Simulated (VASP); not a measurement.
Here is a VASP 6.6.1 calculation.

The input INCAR:

```
ALGO = Normal
EDIFF = 1E-6
ENCUT = 600
GGA = PS
GGA_COMPAT = False
ISIF = 2
ISMEAR = 0
LASPH = True
LCHARG = False
LREAL = False
LWAVE = False
NBANDS = 11
NELM = 120
PREC = Accurate
SIGMA = 0.01
```

KPOINTS

```
k-points
0
Gamma
  6 6 6
```

POSCAR

```
C
1.0
    0.0000000000      1.7946008943      1.7722278823
    1.7946008943      0.0000000000      1.7722278823
    1.7946008943      1.7946008943      0.0000000000
C
2
Direct
    0.0000000000      0.0000000000      0.0000000000
    0.2500000000      0.2500000000      0.2500000000
```

Potentials or basis: VASP PAW PBE potentials, release 64 (C).

Run with:

```console
$ cat potpaw_PBE.64/C/POTCAR > POTCAR
$ mpirun -np 1 vasp_std > vasp.out
```

**Question.** Predict the band gap on the k mesh.

**Answer.** 3.70 eV, indirect (least direct gap 5.30 eV).

**Question.** Estimate the pressure.

**Answer.** -7.0 GPa.

Stress tensor (GPa, compression positive):
```
-10.80   0.00   0.00
  0.00 -10.80   0.00
  0.00   0.00   0.47
```

Caveat: the k points lie up to 0.51 Å⁻¹ apart; the PAW data sets were made with another functional, which shifts forces and pressure a little. A k mesh can miss the band edges.
